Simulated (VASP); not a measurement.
# Bi2Se3 (R-3m) in VASP: notebook, part 2 of 2

VASP 6.6.1. Earlier steps stand in the parts before.

### 4 Relaxation of cell and atoms, PBE

This run uses another cell than the first one, of 28.38 Å³/atom.

INCAR

```
SYSTEM = Bi2Se3
PREC = Accurate
ENCUT = 500
EDIFF = 1E-7
ISMEAR = 0
SIGMA = 0.01
LREAL = .False.
LASPH = .True.
NELM = 120
ALGO = Normal
ISIF = 3
LWAVE = .False.
LCHARG = .False.
GGA = PE
IBRION = 2
NSW = 80
EDIFFG = -0.005
GGA_COMPAT = .False.
NELMIN = 4
```

KPOINTS

```
Automatic mesh
0
Gamma
  6 6 6
  0 0 0
```

POSCAR

```
Bi2Se3
1.0
    2.0715000000      1.1959810826      9.5453333333
   -2.0715000000      1.1959810826      9.5453333333
    0.0000000000     -2.3919621653      9.5453333333
Bi Se
2 3
Direct
    0.4007996667      0.4007996667      0.4007996667
    0.5992003333      0.5992003333      0.5992003333
    0.0000000000      0.0000000000      0.0000000000
    0.2117003333      0.2117003333      0.2117003333
    0.7882996667      0.7882996667      0.7882996667
```

Potentials or basis: VASP PAW PBE potentials, release 64 (Bi_d, Se).

Command:

```sh
$ cat potpaw_PBE.64/Bi_d/POTCAR potpaw_PBE.64/Se/POTCAR > POTCAR
$ mpirun -np 1 vasp_std > vasp.out
```

OUTCAR:

```text
SYSTEM = Bi2Se3
   PREC = Accurate
   ENCUT = 500
   EDIFF = 1E-7
   ISMEAR = 0
   LREAL = .False.
   LASPH = .True.
   NELM = 120
   ISIF = 3
   GGA = PE
   IBRION = 2
   NSW = 80
   EDIFFG = -0.005
   NELMIN = 4

 ion  position               nearest neighbor table
   1  0.401  0.401  0.401-   5 2.85   5 2.85   5 2.85   3 3.07   3 3.07   3 3.07
   2  0.599  0.599  0.599-   4 2.85   4 2.85   4 2.85   3 3.07   3 3.07   3 3.07
   3  0.000  0.000  0.000-   2 3.07   2 3.07   1 3.07   1 3.07   2 3.07   1 3.07
   4  0.212  0.212  0.212-   2 2.85   2 2.85   2 2.85
   5  0.788  0.788  0.788-   1 2.85   1 2.85   1 2.85

  LATTYP: Found a trigonal (rhomboedric) cell.
 ALAT       =     9.8404710987
 COS(alpha) =     0.9113725833

  Lattice vectors:

 A1 = (   2.0715000000,   1.1959810826,   9.5453333333)
 A2 = (  -2.0715000000,   1.1959810826,   9.5453333333)
 A3 = (   0.0000000000,  -2.3919621653,   9.5453333333)

[... 1048 lines left out ...]

[... ionic steps 4 to 29 ...]

--------------------------------------- Ionic step       30  -------------------------------------------

 number of electron      48.0000004 magnetization

------------------------ aborting loop because EDIFF is reached ----------------------------------------
[... 73 lines left out ...]
--------------------------------------- Ionic step       32  -------------------------------------------

 number of electron      48.0000003 magnetization

 Free energy of the ion-electron system (eV)
  ---------------------------------------------------
  ext. energy  EPLUGINS =         0.00000000
  ---------------------------------------------------
  free energy    TOTEN  =       -20.23329626 eV

  energy without entropy =      -20.23329626  energy(sigma->0) =      -20.23329626

 E-fermi :   3.4905     XC(G=0):  -8.9010

 val. band max:        3.4166307298   @ k =   0.5000   0.5000   0.3333
 cond. band min:       4.1021965907   @ k =   0.0000   0.0000   0.0000
 fundamental gap:      0.6855658609
 Fermi energy:         3.4905363999

 k-point     1 :       0.0000    0.0000    0.0000
  band No.  band energies     occupation
      1     -19.2611      2.00000
      2     -19.2611      2.00000
      3     -19.2598      2.00000
      4     -19.2598      2.00000
      5     -19.2565      2.00000
      6     -19.2544      2.00000
[... 767 lines left out ...]
  FREE ENERGIE OF THE ION-ELECTRON SYSTEM (eV)
  ---------------------------------------------------
  free  energy   TOTEN  =       -20.2332962604 eV

  energy  without entropy=      -20.2332962604  energy(sigma->0) =      -20.23329626

 reached required accuracy - stopping structural energy minimisation
```

CONTCAR:

```text
Bi2Se3
   1.00000000000000
     2.0939960987658597    1.2089692112750374   10.4015186473105814
    -2.0939960987658597    1.2089692112750374   10.4015186473105814
     0.0000000000000003   -2.4179384226601814   10.4015186473117272
  Bi              Se
     2     3
Direct
     0.3958008010502029    0.3958008010502029    0.3958008010502023
     0.6041991989497973    0.6041991989497973    0.6041991989497980
     0.0000000000000000    0.0000000000000000    0.0000000000000000
     0.2206127629184641    0.2206127629184641    0.2206127629184636
     0.7793872370815359    0.7793872370815359    0.7793872370815363

  0.00000000E+00  0.00000000E+00  0.00000000E+00
  0.00000000E+00  0.00000000E+00  0.00000000E+00
  0.00000000E+00  0.00000000E+00  0.00000000E+00
  0.00000000E+00  0.00000000E+00  0.00000000E+00
  0.00000000E+00  0.00000000E+00  0.00000000E+00
```

It took 1.7 h on 1 thread of Intel Xeon 6975P-C (Granite Rapids), shared host; peak memory 0.91 GiB.

Results:

```
Free energy                           : -20.2333 eV
Relaxed volume                        : 31.60 Å³/atom
Relaxed cell                          : a = 10.679 Å, b = 10.679 Å, c = 10.679 Å, α = 22.62°, β = 22.62°, γ = 22.62°
Space group after relaxing (to 0.1 Å) : R-3m (No. 166)
Energy gained by relaxing             : 15.4 meV/atom
Ionic steps                           : 32
Pressure after relaxing               : 0.0 GPa
Band gap on the k mesh                : 0.69 eV (least direct gap 0.69 eV)
```

Forces in eV/Å, atoms in the order of the input:
```
Bi   0.000  0.000  0.000
Bi   0.000  0.000  0.000
Se   0.000  0.000  0.000
Se   0.000  0.000  0.003
Se   0.000  0.000 -0.003
```

Step by step:
| step | energy change (eV) | largest force (eV/Å) | pressure (GPa) | volume (Å³) |
| --- | --- | --- | --- | --- |
| 1 | 0.0000 | 0.1914 | 2.55 | 141.89 |
| 2 | -0.0238 | 0.3859 | -1.45 | 151.37 |
| 3 | -0.0443 | 0.1641 | 0.05 | 147.40 |
| 4 | -0.0465 | 0.1351 | 0.03 | 147.74 |
| 5 | -0.0505 | 0.1331 | -0.02 | 148.76 |
| 6 | -0.0510 | 0.1834 | -0.04 | 149.26 |
| 7 | -0.0529 | 0.1706 | -0.04 | 149.44 |
| 8 | -0.0580 | 0.1337 | -0.04 | 149.98 |
| 9 | -0.0657 | 0.0587 | -0.02 | 151.05 |
| 10 | -0.0722 | 0.0904 | 0.09 | 153.19 |
| 11 | -0.0754 | 0.0212 | -0.05 | 154.90 |
| 12 | -0.0756 | 0.0309 | -0.09 | 155.53 |
| 13 | -0.0754 | 0.0635 | 0.25 | 155.23 |
| 14 | -0.0758 | 0.0447 | 0.05 | 155.41 |
| 15 | -0.0763 | 0.0125 | 0.07 | 155.74 |
| 16 | -0.0763 | 0.0183 | 0.07 | 155.83 |
| 17 | -0.0764 | 0.0416 | -0.15 | 156.85 |
| 18 | -0.0765 | 0.0319 | -0.06 | 156.42 |
| 19 | -0.0767 | 0.0079 | -0.01 | 156.70 |
| 20 | -0.0767 | 0.0084 | -0.01 | 156.71 |
| 21 | -0.0767 | 0.0096 | 0.02 | 156.68 |
| 22 | -0.0767 | 0.0103 | 0.04 | 156.66 |
| 23 | -0.0768 | 0.0069 | 0.03 | 156.72 |
| 24 | -0.0768 | 0.0105 | 0.00 | 156.90 |
| 25 | -0.0768 | 0.0104 | -0.01 | 156.94 |
| 26 | -0.0768 | 0.0100 | -0.01 | 157.04 |
| 27 | -0.0769 | 0.0090 | 0.00 | 157.24 |
| 28 | -0.0769 | 0.0075 | 0.00 | 157.65 |
| 29 | -0.0770 | 0.0035 | 0.00 | 157.73 |
| 30 | -0.0770 | 0.0042 | 0.01 | 157.78 |
| 31 | -0.0770 | 0.0057 | 0.02 | 157.88 |
| 32 | -0.0770 | 0.0026 | -0.02 | 157.99 |

Final structure:
```
Bi Se
1.0
     2.09400    1.20897   10.40152
    -2.09400    1.20897   10.40152
     0.00000   -2.41794   10.40152
Bi Se
2 3
Direct
  0.39580 0.39580 0.39580
  0.60420 0.60420 0.60420
  0.00000 0.00000 0.00000
  0.22061 0.22061 0.22061
  0.77939 0.77939 0.77939
```

Caveat: spin-orbit coupling is left out, which moves the levels of the heavy elements. A k mesh can miss the band edges.
